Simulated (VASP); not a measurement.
Set up this calculation in VASP 6.6.1, as the native input.

```
Task                   : dielectric tensor
Functional             : r2SCAN
Potentials or basis    : VASP PAW PBE potentials, release 64 (B, N)
Cutoff                 : 520 eV
k mesh                 : 10 × 10 × 10
Occupations            : gaussian, width 0.01 eV
Spin                   : no spin polarisation
Dipole correction      : no
Further INCAR settings : ALGO = Normal; EDIFF = 1e-08
```

The structure of BN lies in POSCAR:

```
BN
1.0
    0.0000000000      1.8048254650      1.8048254650
    1.8048254650      0.0000000000      1.8048254650
    1.8048254650      1.8048254650      0.0000000000
B N
1 1
Direct
    0.0000000000      0.0000000000      0.0000000000
    0.2500000000      0.2500000000      0.2500000000
```

These files were run (other wordings do the same):

INCAR

```
SYSTEM = BN
PREC     = Accurate       ! precision mode
ENCUT    = 520            ! plane-wave cutoff, eV
EDIFF    = 1E-8           ! SCF threshold, eV
ISMEAR   = 0              ! smearing method
SIGMA    = 0.01           ! smearing width, eV
LREAL    = .False.        ! projectors in reciprocal space
LASPH    = .True.         ! aspherical terms in the spheres
NELM     = 100            ! most SCF steps
ALGO     = Normal         ! electronic algorithm
ISIF     = 2              ! what is computed and relaxed
LWAVE    = .False.        ! write WAVECAR
LCHARG   = .False.        ! write CHGCAR
METAGGA  = R2SCAN         ! meta-GGA
LMIXTAU  = .True.       
LCALCEPS = .True.
```

KPOINTS

```
regular mesh
0
Gamma
  10 10 10
  0 0 0
```

Potentials or basis: VASP PAW PBE potentials, release 64 (B, N).

The run is started by

```sh
$ cat potpaw_PBE.64/B/POTCAR potpaw_PBE.64/N/POTCAR > POTCAR
$ mpirun -np 1 vasp_std > vasp.out
```

Results of the run:

```json
{"Band gap on the k mesh": "4.98 eV (least direct gap 9.55 eV)", "Electronic dielectric tensor (diagonal)": "4.52", "Born charges (mean of the diagonal)": "B +2.03; N -2.03 e"}
```

Run time: 8.6 min on 1 thread of Intel(R) Xeon(R) 6975P-C (Granite Rapids) (shared host), peak memory 0.24 GiB.
